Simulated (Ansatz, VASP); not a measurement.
# One calculation of BaTiO3, two programs

```xyz
5
Lattice="3.9722 0.0000 0.0000 0.0000 3.9722 0.0000 0.0000 0.0000 4.1128" Properties=species:S:1:pos:R:3 pbc="T T T"
Ba    0.0000    0.0000   -0.0181
Ti    1.9861    1.9861    1.9638
O     1.9861    1.9861    0.1423
O     1.9861    0.0000    2.1290
O     0.0000    1.9861    2.1290
```

Alike in both runs: task single point; functional r2SCAN; k mesh 8 × 8 × 8; occupations gaussian, width 0.02 eV; no spin polarisation.

```csv
,VASP,Ansatz
version,VASP 6.6.1,Ansatz 0.2.0
potentials or method,"VASP PAW PBE potentials, release 64 (Ba_sv, Ti_sv, O_h), cutoff 910 eV","scalar-relativistic, plane waves, PAW"
valence electrons in the cell,40,40
```

Ansatz gave:

| Item | Value |
| --- | --- |
| gap on the k mesh at the Fermi level (eV) | 2.23 |
| least direct gap on the mesh (eV) | 2.70 |
| rms of the force components (eV/Å) | 0.000 |

Problem. Which values does VASP return?

Solution. gap on the k mesh at the Fermi level (eV): 2.22; least direct gap on the mesh (eV): 2.72; rms of the force components (eV/Å): 0.046.

VASP's potentials were made for PBE, not for r2SCAN. Atom by atom the forces differ by 0.046 eV/Å (rms over components).

Neither program's run includes spin-orbit coupling. Noted on VASP's run: the cutoff is short for stress, so the pressure is rough.
